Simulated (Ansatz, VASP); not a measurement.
# One calculation of NaHf, two programs

```xyz
2
Lattice="0.0000 2.7347 2.7347 2.7347 0.0000 2.7347 2.7347 2.7347 0.0000" Properties=species:S:1:pos:R:3 pbc="T T T"
Na    0.0000    0.0000    0.0000
Hf    2.7347    2.7347    2.7347
```

Alike in both runs: task relaxation of cell and atoms; functional PBE; k mesh 6 × 6 × 6; occupations gaussian, width 0.1 eV; no spin polarisation.

|  | VASP | Ansatz |
| --- | --- | --- |
| version | VASP 6.6.1 | Ansatz 0.2.0 |
| potentials or method | VASP PAW PBE potentials, release 64 (Na_pv, Hf_pv), cutoff 600 eV | scalar-relativistic, plane waves, PAW |
| valence electrons in the cell | 17 | 35 |

Ansatz gave:

| Quantity | Value |
| --- | --- |
| gap on the k mesh at the Fermi level, each at its own relaxed structure (eV) | none |
| relaxed volume (Å³/atom) | 25.09 |
| relaxed length of the cell vector where the two differ most in proportion (Å) | 4.140 |

What did VASP give for the same quantities?

gap on the k mesh at the Fermi level, each at its own relaxed structure (eV): none; relaxed volume (Å³/atom): 25.10; relaxed length of the cell vector where the two differ most in proportion (Å): 4.140.

A gap of «none» marks a metal or a gap that the smearing closes. VASP's potentials hold 17 valence electrons a cell and Ansatz's 35, so a difference there can come from the potentials and not from the codes.

Spin-orbit coupling is off throughout. Noted on VASP's run: the volume moved by over 15 % at a fixed basis, so the end points are rough.
